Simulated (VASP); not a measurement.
# In (Pm-3m) in VASP: a series of runs

The runs below take In through single point, with PBEsol, RPBE.

Everything below comes from runs of VASP 6.6.1. Logs are shortened: lines on timing, memory, paths and dates and some standing lists are left out, and cuts for length are marked.

## 1. The cell of the first run

Symmetry: Pm-3m, No. 221, cubic system. The conventional cell has a = 2.853 Å, b = 2.853 Å, c = 2.853 Å, α = 90.00°, β = 90.00°, γ = 90.00°. Within 3.8 Å of In (site symmetry m-3m) lie 6 In at 2.85 Å.

## 2. Single point, PBEsol

Input file INCAR:

```
PREC     = Accurate       # precision mode
ENCUT    = 520            # plane-wave cutoff, eV
EDIFF    = 1E-6           # SCF threshold, eV
ISMEAR   = -1             # smearing method
SIGMA    = 0.05           # smearing width, eV
LREAL    = F              # projectors in reciprocal space
LASPH    = T              # aspherical terms in the spheres
NELM     = 60             # most SCF steps
ALGO     = Normal         # electronic algorithm
ISIF     = 2              # what is computed and relaxed
LWAVE    = F              # write WAVECAR
LCHARG   = T              # write CHGCAR
GGA      = PS             # functional
LELF     = T              # ELF
LVHAR    = T            
NBANDS   = 12             # bands
```

Input file KPOINTS:

```
regular mesh
0
Gamma
  14 14 14
```

Input file POSCAR:

```
In
1.0
    2.8533803621      0.0000000000      0.0000000000
    0.0000000000      2.8533803621      0.0000000000
    0.0000000000      0.0000000000      2.8533803621
In
1
Direct
    0.0000000000      0.0000000000      0.0000000000
```

Potentials or basis: VASP PAW PBE potentials, release 64 (In_d).

The run is started by

```
cat potpaw_PBE.64/In_d/POTCAR > POTCAR
mpirun -np 1 vasp_std > vasp.out
```

OUTCAR:

```text
PREC = Accurate
   ENCUT = 520
   EDIFF = 1E-6
   ISMEAR = -1
   LREAL = F
   LASPH = T
   NELM = 60
   ISIF = 2
   GGA = PS

 ion  position               nearest neighbor table
   1  0.000  0.000  0.000-

  LATTYP: Found a simple cubic cell.
 ALAT       =     2.8533803621

  Lattice vectors:

 A1 = (   2.8533803621,   0.0000000000,   0.0000000000)
 A2 = (   0.0000000000,   2.8533803621,   0.0000000000)
 A3 = (   0.0000000000,   0.0000000000,   2.8533803621)

Analysis of symmetry for initial positions (statically):
=====================================================================
 Subroutine PRICEL returns:
 Original cell was already a primitive cell.

 Routine SETGRP: Setting up the symmetry group for a
 simple cubic supercell.

 Subroutine GETGRP returns: Found 48 space group operations
 (whereof 48 operations were pure point group operations)
 out of a pool of 48 trial point group operations.

The static configuration has the point symmetry O_h .

Analysis of symmetry for dynamics (positions and initial velocities):
=====================================================================
 Subroutine PRICEL returns:
 Original cell was already a primitive cell.

 Routine SETGRP: Setting up the symmetry group for a
 simple cubic supercell.

 Subroutine GETGRP returns: Found 48 space group operations
 (whereof 48 operations were pure point group operations)
 out of a pool of 48 trial point group operations.

The dynamic configuration has the point symmetry O_h .

 Subroutine INISYM returns: Found 48 space group operations
 (whereof 48 operations are pure point group operations),
 and found     1 'primitive' translations

----------------------------------------------------------------------------------------

                                     Primitive cell

  volume of cell :      23.2316

  direct lattice vectors                    reciprocal lattice vectors
     2.853380362  0.000000000  0.000000000     0.350461513  0.000000000  0.000000000
     0.000000000  2.853380362  0.000000000     0.000000000  0.350461513  0.000000000
     0.000000000  0.000000000  2.853380362     0.000000000  0.000000000  0.350461513

  length of vectors
     2.853380362  2.853380362  2.853380362     0.350461513  0.350461513  0.350461513

  position of ions in fractional coordinates (direct lattice)
     0.000000000  0.000000000  0.000000000

  ion indices of the primitive-cell ions
   primitive index   ion index
                 1           1

----------------------------------------------------------------------------------------

 KPOINTS: regular mesh

Automatic generation of k-mesh.
 Grid dimensions read from file:
 generate k-points for:   14   14   14

 Generating k-lattice:

  Cartesian coordinates                     Fractional coordinates (reciprocal lattice)
     0.025032965  0.000000000  0.000000000     0.071428571  0.000000000  0.000000000
     0.000000000  0.025032965  0.000000000     0.000000000  0.071428571  0.000000000
     0.000000000  0.000000000  0.025032965     0.000000000  0.000000000  0.071428571

  Length of vectors
     0.025032965  0.025032965  0.025032965

  Shift w.r.t. Gamma in fractional coordinates (k-lattice)
     0.000000000  0.000000000  0.000000000

 Subroutine IBZKPT returns following result:
 ===========================================

 Found    120 irreducible k-points:

 Following reciprocal coordinates:
            Coordinates               Weight
  0.000000  0.000000  0.000000      1.000000
  0.071429  0.000000  0.000000      6.000000
  0.142857  0.000000  0.000000      6.000000
  0.214286  0.000000  0.000000      6.000000
  0.285714  0.000000  0.000000      6.000000
  0.357143  0.000000  0.000000      6.000000
[... 16 lines left out ...]
  0.285714  0.214286  0.000000     24.000000
  0.357143  0.214286  0.000000     24.000000
 [... further k-points ...]
   k-points           NKPTS =    120   k-points in BZ     NKDIM =    120   number of bands    NBANDS=     12
   number of dos      NEDOS =    301   number of ions     NIONS =      1
   total plane-waves  NPLWV =  13824
   dimension x,y,z NGX =    24 NGY =   24 NGZ =   24
   dimension x,y,z NGXF=    48 NGYF=   48 NGZF=   48
   ions per type =               1
   NGX,Y,Z   is equivalent  to a cutoff of  13.98, 13.98, 13.98 a.u.
   NGXF,Y,Z  is equivalent  to a cutoff of  27.97, 27.97, 27.97 a.u.
 SYSTEM =  unknown system
   PREC   = accura    normal or accurate (medium, high low for compatibility)
   ISTART =      0    job   : 0-new  1-cont  2-samecut
   ICHARG =      2    charge: 1-file 2-atom 10-const
   ISPIN  =      1    spin polarized calculation?
   LNONCOLLINEAR =      F non collinear calculations
   LSORBIT =      F    spin-orbit coupling
   LASPH  =      T    aspherical Exc in radial PAW
   ENCUT  =  520.0 eV  38.22 Ry    6.18 a.u.   5.31  5.31  5.31*2*pi/ulx,y,z
   NELM   =     60;   NELMIN=  2; NELMDL= -5     # of ELM steps
   EDIFF  = 0.1E-05   stopping-criterion for ELM
   LREAL  =      F    real-space projection
   EDIFFG = 0.1E-04   stopping-criterion for IOM
   NSW    =      0    number of steps for IOM
   IBRION =     -1    ionic relax: 0-MD 1-quasi-New 2-CG
   NFREE  =      0    steps in history (QN), initial steepest desc. (CG)
   ISIF   =      2    stress and relaxation
   ISYM   =      2    0-nonsym 1-usesym 2-fastsym
   POTIM  = 0.5000    time-step for ionic-motion
   TEBEG  =    0.0;   TEEND  =   0.0 temperature during run
   PSTRESS=    0.0 pullay stress
   NELECT =      13.0000    total number of electrons
   NUPDOWN=      -1.0000    fix difference up-down
   EMIN   =  10.00;   EMAX   =-10.00  energy-range for DOS
   EFERMI =   0.00;   METHOD = LEGACY
   ISMEAR =    -1;   SIGMA  =   0.05  broadening in eV -4-tet -1-fermi 0-gaus
   EFERMI_NEDOS =   21; number of points for ismear=-14 and -15
   IALGO  =     38    algorithm
   IMIX   =      4    mixing-type and parameters
     AMIX     =   0.40;   BMIX     =  1.00
     AMIX_MAG =   1.60;   BMIX_MAG =  1.00
  volume/ion in A,a.u.               =      23.23       156.77
  Fermi-wavevector in a.u.,A,eV,Ry     =   1.349055  2.549344 24.761910  1.819949
  Thomas-Fermi vector in A             =   2.476673
   LORBIT       =      0    0 simple, 1 ext, 2 COOP (PROOUT), +10 PAW based schemes
   GGA     = PS    functional components
   LHFCALC =     F    Hartree Fock is set to
   AEXX    =    0.0000 exact exchange contribution
   IVDW    =     0    specifies the selected vdW correction
   LEPSILON=     F    determine dielectric tensor
   LRPA    =     F    only Hartree local field effects (RPA)
 non-spin polarized calculation
  energy-cutoff  :      520.00
  volume of cell :       23.23
 maximum number of plane-waves:       640
 NGX is ok and might be reduce to    24

 number of electron      13.0000005 magnetization

 Free energy of the ion-electron system (eV)
  ---------------------------------------------------
  ext. energy  EPLUGINS =         0.00000000
  ---------------------------------------------------
  free energy    TOTEN  =        -2.77961487 eV

  energy without entropy =       -2.77545367  energy(sigma->0) =       -2.77753427

 E-fermi :   8.5572     XC(G=0): -10.9132

 val. band max:        8.5027860013   @ k =   0.4286   0.2857   0.2857
 cond. band min:       8.5599710775   @ k =   0.4286   0.3571   0.2143
 fundamental gap:      0.0571850763
 Fermi energy:         8.5571682003

 k-point     1 :       0.0000    0.0000    0.0000
  band No.  band energies     occupation
      1      -6.8138      2.00000
      2      -6.8138      2.00000
      3      -5.6300      2.00000
      4      -5.6300      2.00000
      5      -5.6300      2.00000
      6      -1.8357      2.00000
      7      16.8779      0.00000
      8      16.8779      0.00000
      9      16.8779      0.00000
     10      20.4806      0.00000
     11      20.4806      0.00000
     12      22.0742      0.00000

 k-point     2 :       0.0714    0.0000    0.0000
  band No.  band energies     occupation
      1      -6.8097      2.00000
      2      -6.7751      2.00000
      3      -5.6470      2.00000
      4      -5.6470      2.00000
      5      -5.6285      2.00000
      6      -1.7340      2.00000
      7      15.6131      0.00000
      8      17.0028      0.00000
      9      17.0028      0.00000
     10      20.5196      0.00000
     11      21.1574      0.00000
     12      22.8244      0.00000

 k-point     3 :       0.1429    0.0000    0.0000
  band No.  band energies     occupation
      1      -6.7980      2.00000
      2      -6.6680      2.00000
      3      -5.6946      2.00000
      4      -5.6946      2.00000
      5      -5.6245      2.00000
      6      -1.4248      2.00000
      7      13.4505      0.00000
      8      17.3701      0.00000
      9      17.3701      0.00000
     10      20.6367      0.00000
     11      21.5184      0.00000
     12      25.1051      0.00000
[... 286 lines left out ...]
 k-point    23 :       0.2857    0.2143    0.0000
  band No.  band energies     occupation
      1      -6.5906      2.00000
      2      -6.1401      2.00000
      3      -6.0316      2.00000
      4      -5.8212      2.00000
      5      -5.7395      2.00000
      6       0.7641      2.00000
      7       9.9402      0.00000
      8      12.9899      0.00000
      9      19.8453      0.00000
     10      21.1329      0.00000
     11      22.0283      0.00000
     12      27.4101      0.00000

 k-point    24 :       0.3571    0.2143    0.0000
  band No.  band energies     occupation
      1      -6.5641      2.00000
      2      -6.1151      2.00000
      3      -5.9852      2.00000
      4      -5.8854      2.00000
      5      -5.7325      2.00000
      6       1.7165      2.00000
      7       8.0134      1.99996
      8      13.8047      0.00000
      9      19.4817      0.00000
     10      20.7554      0.00000
     11      22.4106      0.00000
     12      26.5292      0.00000

 [... further k-points ...]

------------------------ aborting loop because EDIFF is reached ----------------------------------------

  FORCE on cell =-STRESS in cart. coord.  units (eV):
  Direction    XX          YY          ZZ          XY          YZ          ZX
  --------------------------------------------------------------------------------------
  -------------------------------------------------------------------------------------
  Total        1.4434248      1.4434248      1.4434248     -0.0000000     -0.0000000     -0.0000000
  in kB       99.5464410     99.5464410     99.5464410     -0.0000000     -0.0000000     -0.0000000
  external PRESSURE =      99.5464410 kB  Pullay stress =       0.0000000 kB

 VOLUME and BASIS-vectors are now :
 -----------------------------------------------------------------------------
  energy-cutoff  :      520.00
  volume of cell :       23.23
      direct lattice vectors                 reciprocal lattice vectors
     2.853380362  0.000000000  0.000000000     0.350461513  0.000000000  0.000000000
     0.000000000  2.853380362  0.000000000     0.000000000  0.350461513  0.000000000
     0.000000000  0.000000000  2.853380362     0.000000000  0.000000000  0.350461513

 POSITION                                       TOTAL-FORCE (eV/Angst)
 -----------------------------------------------------------------------------------
      0.00000      0.00000      0.00000         0.000000      0.000000      0.000000
 -----------------------------------------------------------------------------------
    total drift:                                0.000000     -0.000000      0.000000

  FREE ENERGIE OF THE ION-ELECTRON SYSTEM (eV)
  ---------------------------------------------------
  free  energy   TOTEN  =        -2.7796148657 eV

  energy  without entropy=       -2.7754536724  energy(sigma->0) =       -2.77753427
```

Run time: 16 s. Hardware: 1 thread of Intel Xeon Platinum 8259CL at 2.50GHz (Skylake/Cascade Lake), shared host; peak memory 0.16 GiB.

What came out:

```
Free energy : -2.7796 eV
Pressure    : 10.0 GPa
```

Caveat: the PAW data sets were made with another functional, which shifts forces and pressure a little; spin-orbit coupling is left out, which moves the levels of the heavy elements.

## 3. Single point, RPBE

Input file INCAR:

```
SYSTEM = In
ALGO     = Normal         ! electronic algorithm
EDIFF    = 1E-6           ! SCF threshold, eV
ENCUT    = 520            ! plane-wave cutoff, eV
GGA      = RP             ! functional
ISIF     = 2              ! what is computed and relaxed
ISMEAR   = -1             ! smearing method
LASPH    = .TRUE.         ! aspherical terms in the spheres
LCHARG   = .TRUE.         ! write CHGCAR
LELF     = .TRUE.         ! ELF
LREAL    = .FALSE.        ! projectors in reciprocal space
LVHAR    = .TRUE.       
LWAVE    = .FALSE.        ! write WAVECAR
NBANDS   = 12             ! bands
NELM     = 60             ! most SCF steps
PREC     = Accurate       ! precision mode
SIGMA    = 0.005          ! smearing width, eV
```

Input file KPOINTS:

```
k-points
0
G
  14 14 14
  0 0 0
```

POSCAR is that of step 2.

Potentials or basis: VASP PAW PBE potentials, release 64 (In_d).

The run is started by

```
cat potpaw_PBE.64/In_d/POTCAR > POTCAR
mpirun -np 1 vasp_std > vasp.out
```

Wall time 11 s (1 thread of Intel Xeon 6975P-C, shared host); peak memory 0.16 GiB.

The run converged. Its results:

```yaml
Free_energy: -1.8075 eV
Pressure: 16.2 GPa
```

Levels at points of the mesh, in eV from the Fermi level:
```tsv
k point	band 4	band 5	band 6	band 7	band 8	band 9
(0.00, 0.00, 0.00)	-14.36	-14.36	-10.38	8.34	8.34	8.34
(0.50, 0.00, 0.00)	-14.69	-14.33	-5.63	-4.32	12.27	12.27
(0.50, 0.50, 0.00)	-14.64	-14.04	-0.93	-0.93	-0.74	3.94
(0.50, 0.50, 0.50)	-14.02	-14.02	2.48	2.48	2.48	5.28
```

Caveat: the PAW data sets were made with another functional, which shifts forces and pressure a little; spin-orbit coupling is left out, which moves the levels of the heavy elements.

## 4. Single point, PBEsol (volume scaled by 0.95)

Input file INCAR:

```
ALGO     = Normal         # electronic algorithm
EDIFF    = 1E-6           # SCF threshold, eV
ENCUT    = 520            # plane-wave cutoff, eV
GGA      = PS             # functional
ISIF     = 2              # what is computed and relaxed
ISMEAR   = -1             # smearing method
LASPH    = T              # aspherical terms in the spheres
LCHARG   = T              # write CHGCAR
LELF     = T              # ELF
LREAL    = F              # projectors in reciprocal space
LVHAR    = T            
LWAVE    = F              # write WAVECAR
NBANDS   = 12             # bands
NELM     = 60             # most SCF steps
PREC     = Accurate       # precision mode
SIGMA    = 0.05           # smearing width, eV
```

Input file KPOINTS:

```
k-points
0
Gamma
  14 14 14
```

Input file POSCAR:

```
In
1.0
    2.9611555928      0.0000000000      0.0000000000
    0.0000000000      2.9611555928      0.0000000000
    0.0000000000      0.0000000000      2.9611555928
In
1
Direct
    0.0000000000      0.0000000000      0.0000000000
```

The run is started by

```
cat potpaw_PBE.64/In_d/POTCAR > POTCAR
mpirun -np 1 vasp_std > vasp.out
```

It took 13 s on 1 thread of Intel Xeon 6975P-C, shared host; peak memory 0.16 GiB.

Results (log left out):

| Item | Value |
| --- | --- |
| Free energy | -2.8789 eV |
| Pressure | 2.3 GPa |

Levels at points of the mesh, in eV from the Fermi level:
```
           k point  band 3  band 4  band 5  band 6  band 7  band 8  band 9  band 10
(0.00, 0.00, 0.00)  -14.14  -14.14  -14.14   -9.60    7.75    7.75    7.75    11.12
(0.50, 0.00, 0.00)  -14.40  -14.40  -14.12   -5.50   -3.77   11.18   11.18    13.00
(0.50, 0.50, 0.00)  -14.36  -14.36  -13.89   -1.27   -0.74   -0.74    3.95    15.31
(0.50, 0.50, 0.50)  -14.73  -13.87  -13.87    2.26    2.26    2.26    3.81     7.45
```

Caveat: the PAW data sets were made with another functional, which shifts forces and pressure a little; spin-orbit coupling is left out, which moves the levels of the heavy elements.

## 5. The runs side by side

```tsv
level	cell	smearing	gap on the mesh (eV)	pressure (GPa)
PBEsol	a = 2.853 Å, 1 atom	fermi-dirac 0.05 eV	none	10.0
RPBE	a = 2.853 Å, 1 atom	fermi-dirac 0.005 eV	none	16.2
PBEsol	a = 2.961 Å, 1 atom	fermi-dirac 0.05 eV	none	2.3
```

Alike in all rows: task single point; potentials or basis VASP PAW PBE potentials, release 64 (In_d); no spin polarisation; k mesh 14 × 14 × 14; cutoff (eV) 520.

Caveats: the PAW data sets were made with another functional, which shifts forces and pressure a little; spin-orbit coupling is left out, which moves the levels of the heavy elements.

Total energies depend on the potentials used, so only differences within one code and one set of settings carry meaning.
